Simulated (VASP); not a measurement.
Crystal: Ge3Pd.

```
CELL_PARAMETERS angstrom
4.19653 0.00000 0.00000
0.00000 4.19653 0.00000
0.00000 0.00000 4.19653
ATOMIC_POSITIONS crystal
Pd 0.00000 0.00000 0.00000
Ge 0.50000 0.50000 0.00000
Ge 0.50000 0.00000 0.50000
Ge 0.00000 0.50000 0.50000
```

Program: VASP 6.6.1. Alike in all runs: task single point; no spin polarisation; cell as given; k mesh 7 × 7 × 7; cutoff (eV) 520; smearing fermi-dirac 0.05 eV.

Order these runs on this cell by their pressure, lowest first.
A. level PBEsol; potentials or basis VASP PAW PBE potentials, release 64 (Pd, Ge_d)
B. level LDA; potentials or basis VASP PAW LDA potentials, release 64 (Pd, Ge_d)
C. level PBE; potentials or basis VASP PAW PBE potentials, release 64 (Pd, Ge_d)

B (-9.4 GPa), A (-7.3 GPa), C (-3.1 GPa).

Caveats: the cell stands under tension; the PAW data sets were made with another functional, which shifts forces and pressure a little (at least some runs).
